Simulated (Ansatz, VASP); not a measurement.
# One calculation of Li, two programs

File INCAR:

```
PREC = Accurate ; ENCUT = 520
EDIFF = 1E-8 ; ISMEAR = -1
SIGMA = 0.05 ; LREAL = F
LASPH = T ; NELM = 60
ALGO = Normal ; ISIF = 2
LWAVE = F ; LCHARG = F
GGA = PS ; LEFG = T
NBANDS = 12
```

KPOINTS

```
Automatic mesh
0
Gamma
  12 12 12
```

The input POSCAR:

```
Li
1.0
    1.5504989657      0.8951809952      7.6641830000
   -1.5504989657      0.8951809952      7.6641830000
    0.0000000000     -1.7903619905      7.6641830000
Li
3
Direct
    0.0000000000      0.0000000000      0.0000000000
    0.2220000000      0.2220000000      0.2220000000
    0.7780000000      0.7780000000      0.7780000000
```

Input for Ansatz:

```yaml
crystal:
  lattice:
    - [1.5504989657, 0.8951809952, 7.664183]
    - [-1.5504989657, 0.8951809952, 7.664183]
    - [0.0, -1.7903619905, 7.664183]
  atoms:
    - { symbol: Li, position: [0.0, 0.0, 0.0] }
    - { symbol: Li, position: [0.222, 0.222, 0.222] }
    - { symbol: Li, position: [0.778, 0.778, 0.778] }
kpoints:
  mp_grid: { grid: [12, 12, 12] }
scf:
  occupations: { method: fermi_dirac, width: 0.05 }
hamiltonian:
  xc: pbesol
  pseudopotentials: { kind: all_electron, datasets: crystal }
output:
  forces: true
  stress: true
  eigenvalues: true
  efg: { contact_densities: true }
```

Change from the starting cell: zz strain of +1 %, crystal datasets.

Alike in both runs: task electric field gradients; functional PBEsol; k mesh 12 × 12 × 12; occupations fermi-dirac, width 0.05 eV; no spin polarisation.

|  | VASP | Ansatz |
| --- | --- | --- |
| version | VASP 6.6.1 | Ansatz 0.2.0 |
| potentials or method | VASP PAW PBE potentials, release 64 (Li_sv), cutoff 520 eV | all-electron PAW with datasets made for the crystal, scalar-relativistic |

```csv
,VASP,Ansatz,Ansatz less VASP
rms of the force components (eV/Å),0.004,0.004,-0.0001
```

VASP's potentials were made for PBE, not for PBEsol. Atom by atom the forces differ by 0.000 eV/Å (rms over components). Ansatz ran all-electron here, and VASP with PAW potentials.

Noted on VASP's run: the cutoff is under 1.25 times that of the potentials, so the pressure is a little rough.
